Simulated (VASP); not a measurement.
# CuI (zincblende type) (F-43m) in VASP: further runs, part 3 of 3

VASP 6.6.1. Earlier steps stand in the parts before.

### Step 6. Electric field gradients, PBE (29.77 Å³/atom)

This run uses another cell than the first one, of 29.77 Å³/atom.

The input, INCAR:

```
SYSTEM = CuI
ALGO     = Normal         ! electronic algorithm
EDIFF    = 1E-8           ! SCF threshold, eV
ENCUT    = 520            ! plane-wave cutoff, eV
GGA      = PE             ! functional
ISIF     = 2              ! what is computed and relaxed
ISMEAR   = -1             ! smearing method
LASPH    = .True.         ! aspherical terms in the spheres
LCHARG   = .False.        ! write CHGCAR
LEFG     = .True.       
LREAL    = .False.        ! projectors in reciprocal space
LWAVE    = .False.        ! write WAVECAR
NBANDS   = 16             ! bands
NELM     = 60             ! most SCF steps
PREC     = Accurate       ! precision mode
SIGMA    = 0.05           ! smearing width, eV
```

The input, KPOINTS:

```
k-points
0
Gamma
  12 12 12
  0 0 0
```

The input, POSCAR:

```
CuI
1.0
    0.0000000000      3.0991300350      3.0991300350
    3.0991300350      0.0000000000      3.0991300350
    3.0991300350      3.0991300350      0.0000000000
Cu I
1 1
Direct
    0.0000000000      0.0000000000      0.0000000000
    0.2500000000      0.2500000000      0.2500000000
```

Potentials or basis: VASP PAW PBE potentials, release 64 (Cu, I).

Command:

```sh
$ cat potpaw_PBE.64/Cu/POTCAR potpaw_PBE.64/I/POTCAR > POTCAR
$ mpirun -np 1 vasp_std > vasp.out
```

OUTCAR:

```text
SYSTEM = CuI
   EDIFF = 1E-8
   ENCUT = 520
   GGA = PE
   ISIF = 2
   ISMEAR = -1
   LASPH = .True.
   LREAL = .False.
   NELM = 60
   PREC = Accurate

 ion  position               nearest neighbor table
   1  0.000  0.000  0.000-   2 2.68   2 2.68   2 2.68   2 2.68
   2  0.250  0.250  0.250-   1 2.68   1 2.68   1 2.68   1 2.68

  LATTYP: Found a face centered cubic cell.
 ALAT       =     6.1982600700

  Lattice vectors:

 A1 = (   0.0000000000,   3.0991300350,   3.0991300350)
 A2 = (   3.0991300350,   0.0000000000,   3.0991300350)
 A3 = (   3.0991300350,   3.0991300350,   0.0000000000)

Analysis of symmetry for initial positions (statically):
=====================================================================
 Subroutine PRICEL returns:
 Original cell was already a primitive cell.

 Routine SETGRP: Setting up the symmetry group for a
 face centered cubic supercell.

 Subroutine GETGRP returns: Found 24 space group operations
 (whereof 24 operations were pure point group operations)
 out of a pool of 48 trial point group operations.

The static configuration has the point symmetry T_d .

Analysis of symmetry for dynamics (positions and initial velocities):
=====================================================================
 Subroutine PRICEL returns:
 Original cell was already a primitive cell.

 Routine SETGRP: Setting up the symmetry group for a
 face centered cubic supercell.

 Subroutine GETGRP returns: Found 24 space group operations
 (whereof 24 operations were pure point group operations)
 out of a pool of 48 trial point group operations.

The dynamic configuration has the point symmetry T_d .

[... 158 lines left out ...]
      4       0.3845      2.00000
      5       2.1457      2.00000
      6       2.1457      2.00000
[... 433 lines left out ...]
      3       0.0231      2.00000
      4       0.3799      2.00000
      5       2.1163      2.00000
      6       2.1533      2.00000
[... 8 lines left out ...]
     15      13.4212      0.00000
     16      14.1851      0.00000

 [... further k-points ...]

------------------------ aborting loop because EDIFF is reached ----------------------------------------

  FORCE on cell =-STRESS in cart. coord.  units (eV):
  Direction    XX          YY          ZZ          XY          YZ          ZX
  --------------------------------------------------------------------------------------
  -------------------------------------------------------------------------------------
  Total       -0.7137734     -0.7137734     -0.7137734     -0.0000000      0.0000000     -0.0000000
  in kB      -19.2097439    -19.2097439    -19.2097439     -0.0000000      0.0000000     -0.0000000
  external PRESSURE =     -19.2097439 kB  Pullay stress =       0.0000000 kB

 VOLUME and BASIS-vectors are now :
 -----------------------------------------------------------------------------
  energy-cutoff  :      520.00
  volume of cell :       59.53
      direct lattice vectors                 reciprocal lattice vectors
     0.000000000  3.099130035  3.099130035    -0.161335599  0.161335599  0.161335599
     3.099130035  0.000000000  3.099130035     0.161335599 -0.161335599  0.161335599
     3.099130035  3.099130035  0.000000000     0.161335599  0.161335599 -0.161335599

 POSITION                                       TOTAL-FORCE (eV/Angst)
 -----------------------------------------------------------------------------------
      0.00000      0.00000      0.00000         0.000000      0.000000      0.000000
      1.54957      1.54957      1.54957        -0.000000     -0.000000     -0.000000
 -----------------------------------------------------------------------------------
    total drift:                               -0.000000     -0.000000     -0.000001

  FREE ENERGIE OF THE ION-ELECTRON SYSTEM (eV)
  ---------------------------------------------------
  free  energy   TOTEN  =        -5.5421764270 eV

  energy  without entropy=       -5.5421761260  energy(sigma->0) =       -5.54217628

 Electric field gradients (V/A^2)
---------------------------------------------------------------------
 ion       V_xx      V_yy      V_zz      V_xy      V_xz      V_yz
---------------------------------------------------------------------
   1      -0.000     0.000    -0.000    -0.004    -0.004    -0.004
   2       0.000     0.000    -0.000     0.000     0.000     0.000
---------------------------------------------------------------------

 Electric field gradients after diagonalization (V/A^2)
 (convention: |V_zz| > |V_xx| > |V_yy|)
----------------------------------------------------------------------
 ion       V_xx      V_yy      V_zz     asymmetry (V_yy - V_xx)/ V_zz
----------------------------------------------------------------------
   1       0.004     0.004    -0.008       0.000
   2      -0.000    -0.000     0.000       0.000
----------------------------------------------------------------------

           NMR quadrupolar parameters

 Cq : quadrupolar parameter    Cq=e*Q*V_zz/h
 eta: asymmetry parameters     (V_yy - V_xx)/ V_zz
 Q  : nuclear electric quadrupole moment in mb (millibarn)
----------------------------------------------------------------------
 ion       Cq(MHz)       eta       Q (mb)
----------------------------------------------------------------------
   1      -0.000       0.000       1.000
   2       0.000       0.000       1.000
----------------------------------------------------------------------
```

OSZICAR:

```text
N       E                     dE             d eps       ncg     rms          rms(c)
DAV:   1     0.101222893989E+03    0.10122E+03   -0.76715E+03  2304   0.117E+03
DAV:   2     0.110097183527E+01   -0.10012E+03   -0.91195E+02  2416   0.222E+02
DAV:   3    -0.550898939565E+01   -0.66100E+01   -0.65267E+01  3072   0.643E+01
DAV:   4    -0.572029931047E+01   -0.21131E+00   -0.21126E+00  3144   0.103E+01
DAV:   5    -0.572420172186E+01   -0.39024E-02   -0.39024E-02  3288   0.135E+00    0.473E+00
DAV:   6    -0.565736361244E+01    0.66838E-01   -0.22537E+00  2392   0.388E+01    0.308E+00
DAV:   7    -0.554221422459E+01    0.11515E+00   -0.53839E-01  2488   0.231E+01    0.152E+00
DAV:   8    -0.554368590230E+01   -0.14717E-02   -0.28125E-02  3688   0.224E+00    0.386E-01
DAV:   9    -0.554199754337E+01    0.16884E-02   -0.70237E-03  2864   0.238E+00    0.111E-01
DAV:  10    -0.554216761272E+01   -0.17007E-03   -0.47349E-04  2848   0.143E-01    0.279E-02
DAV:  11    -0.554217423172E+01   -0.66190E-05   -0.72091E-05  3008   0.226E-01    0.197E-02
DAV:  12    -0.554217609041E+01   -0.18587E-05   -0.65434E-06  3400   0.324E-02    0.102E-02
DAV:  13    -0.554217639090E+01   -0.30049E-06   -0.74609E-06  2992   0.762E-02    0.388E-03
DAV:  14    -0.554217648741E+01   -0.96505E-07   -0.76637E-07  3624   0.174E-02    0.264E-03
DAV:  15    -0.554217638944E+01    0.97968E-07   -0.99149E-08  3640   0.753E-03    0.661E-04
DAV:  16    -0.554217642471E+01   -0.35273E-07   -0.16955E-08  2840   0.199E-03    0.141E-04
DAV:  17    -0.554217642697E+01   -0.22574E-08   -0.37712E-09  1608   0.499E-04
   1 F= -.55421764E+01 E0= -.55421763E+01  d E =-.300941E-06
```

stdout:

```text
POSCAR found type information on POSCAR CuI
 POSCAR found :  2 types and       2 ions
 scaLAPACK will be used
 LDA part: xc-table for (Slater+PW92), standard interpolation
 POSCAR, INCAR and KPOINTS ok, starting setup
 FFT: planning ... GRIDC
 FFT: planning ... GRID_SOFT
 FFT: planning ... GRID
 WAVECAR not read
 entering main loop
ion   1

ion   2
```

Run time: 2.4 min. Hardware: 1 thread of Intel Xeon 8259CL, shared host; peak memory 0.25 GiB.

Results:

```yaml
Free_energy: -5.5422 eV
Pressure: -1.9 GPa
Band_gap_on_the_k_mesh: 0.98 eV
Largest_electric_field_gradient_by_atom: zero within the noise of the run
```

Caveat: spin-orbit coupling is left out, which moves the levels of the heavy elements.

### Step 7. Overview

| cell | gap on the mesh (eV) | pressure (GPa) |
| --- | --- | --- |
| a = 4.270 Å, angles 60.0°, 2 atoms | 1.18 | 0.9 |
| a = 4.299 Å, angles 60.0°, 2 atoms | 1.12 | 0.0 |
| a = 4.327 Å, angles 60.0°, 2 atoms | 1.07 | -0.7 |
| a = 4.383 Å, angles 60.0°, 2 atoms | 0.98 | -1.9 |

Alike in all rows: task electric field gradients; level PBE; potentials or basis VASP PAW PBE potentials, release 64 (Cu, I); no spin polarisation; k mesh 12 × 12 × 12; cutoff (eV) 520; smearing fermi-dirac 0.05 eV.

Caveats: spin-orbit coupling is left out, which moves the levels of the heavy elements.

Absolute energies hang on the potentials; compare differences alone.
